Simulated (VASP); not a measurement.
PbO2, 3 atoms in the cell. Symmetry: Fm-3m, No. 225, cubic system. The conventional cell has a = 5.494 Å, b = 5.494 Å, c = 5.494 Å, α = 90.00°, β = 90.00°, γ = 90.00°. Pb (site symmetry m-3m) has 8 O at 2.38 Å within 3.1 Å. O (site symmetry -43m) has 4 Pb at 2.38 Å and 6 O at 2.75 Å within 3.1 Å. 

* Program: VASP 6.6.1
* Task: single point
* Functional: BLYP
* Potentials or basis: VASP PAW PBE potentials, release 64 (Pb_d, O)
* Cutoff: 520 eV
* k mesh: 9 × 9 × 9
* Occupations: fermi-dirac, width 0.05 eV
* Spin: no spin polarisation
* Dipole correction: no
* Further INCAR settings: ALGO = Normal; EDIFF = 1e-07; NBANDS = 20

Potentials or basis: VASP PAW PBE potentials, release 64 (Pb_d, O).

Launch:

```console
$ cat potpaw_PBE.64/Pb_d/POTCAR potpaw_PBE.64/O/POTCAR > POTCAR
$ mpirun -np 1 vasp_std > vasp.out
```

Hardware: 1 thread of Intel(R) Xeon(R) Platinum 8259CL CPU @ 2.50GHz (Skylake/Cascade Lake), on a shared host.

Problem. Estimate the wall time of this run.

Solution. Run time: 45 s on 1 thread of Intel(R) Xeon(R) Platinum 8259CL CPU @ 2.50GHz (Skylake/Cascade Lake), on a shared host, peak memory 0.18 GiB. Counts: scf iterations 14, k points 35.
